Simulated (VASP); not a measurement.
GeSb4Te4, 9 atoms in the cell. Symmetry: P-3m1, No. 164, trigonal system. Conventional cell: a = 4.352 Å, b = 4.352 Å, c = 17.296 Å, α = 90.00°, β = 90.00°, γ = 120.00°. Within 4.0 Å of Ge (site symmetry -3m) lie 6 Te at 3.01 Å. Sb (site symmetry 3m) has 3 Sb at 2.94 Å and 3 Te at 3.61 Å within 3.9 Å. Sb (site symmetry 3m) has 6 Te at 3.02 to 3.19 Å within 4.0 Å. Within 4.0 Å of Te (site symmetry 3m) lie 3 Ge at 3.01 Å and 3 Sb at 3.19 Å. Within 4.0 Å of Te (site symmetry 3m) lie 6 Sb at 3.02 to 3.61 Å.  This cell differs from its parent crystal: uniaxial strain along c: -2.0 %.

```yaml
Program: VASP 6.6.1
Task: single point
Functional: PBE
Potentials_or_basis: VASP PAW PBE potentials, release 64 (Ge_d, Sb, Te)
Cutoff: 520 eV
k_mesh: 12 × 12 × 2
Occupations: gaussian, width 0.01 eV
Spin: no spin polarisation
Dipole_correction: no
Further_INCAR_settings: ALGO = Normal; EDIFF = 1e-06; NBANDS = 39
```

Potentials or basis: VASP PAW PBE potentials, release 64 (Ge_d, Sb, Te).

Launch:

```bash
$ cat potpaw_PBE.64/Ge_d/POTCAR potpaw_PBE.64/Sb/POTCAR potpaw_PBE.64/Te/POTCAR > POTCAR
$ mpirun -np 1 vasp_std > vasp.out
```

Hardware: 1 thread of Intel(R) Xeon(R) 6975P-C (Granite Rapids), on a shared host.

Q: Estimate the wall time of this run.

A: Wall time 4.6 min on 1 thread of Intel(R) Xeon(R) 6975P-C (Granite Rapids) (shared host), peak memory 0.62 GiB. Counts: scf iterations 15, k points 38.
